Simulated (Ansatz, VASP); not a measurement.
## Rb in VASP and in Ansatz

INCAR

```
ALGO = Fast
EDIFF = 1E-7
ENCUT = 520
GGA = PE
ISIF = 2
ISMEAR = -1
LASPH = True
LCHARG = False
LREAL = False
LWAVE = False
NBANDS = 16
NELM = 60
PREC = Accurate
SIGMA = 0.05
```

File KPOINTS:

```
k-points
0
Gamma
  6 6 3
```

The input POSCAR:

```
Rb
1.0
    5.1551647463      0.0000000000      0.0000000000
   -2.5775823732      4.4645036310      0.0000000000
    0.0000000000      0.0000000000      8.5531504300
Rb
2
Direct
    0.6666666667      0.3333333333      0.7500000000
    0.3333333333      0.6666666667      0.2500000000
```

The input input.yaml:

```yaml
crystal:
  lattice:
    - [5.1551647463, 0.0, 0.0]
    - [-2.5775823732, 4.464503631, 0.0]
    - [0.0, 0.0, 8.55315043]
  atoms:
    - { symbol: Rb, position: [0.6666666667, 0.3333333333, 0.75] }
    - { symbol: Rb, position: [0.3333333333, 0.6666666667, 0.25] }
hamiltonian:
  xc: pbe
  pseudopotentials: { kind: paw }
kpoints:
  mp_grid: { grid: [6, 6, 3] }
scf:
  occupations: { method: fermi_dirac, width: 0.05 }
output:
  forces: true
  stress: true
  eigenvalues: true
  write_density: true
  write_potential: true
  elf: true
  volumetric_format: npy
```

Alike in both runs: task single point; functional PBE; k mesh 6 × 6 × 3; occupations fermi-dirac, width 0.05 eV; no spin polarisation.

|  | VASP | Ansatz |
| --- | --- | --- |
| version | VASP 6.6.1 | Ansatz 0.2.0 |
| potentials or method | VASP PAW PBE potentials, release 64 (Rb_sv) | Ansatz PAW |
| plane-wave cutoff (eV) | 520 | 420 |
| valence electrons in the cell | 18 | 18 |

```csv
,VASP,Ansatz,Ansatz less VASP
gap on the k mesh at the Fermi level (eV),none,none,-
pressure (GPa),-0.2,-0.2,0.00
"traceless stress, the component that is largest in VASP (GPa)",-0.07,-0.07,0.000
```

A gap of «none» marks a metal or a gap that the smearing closes.
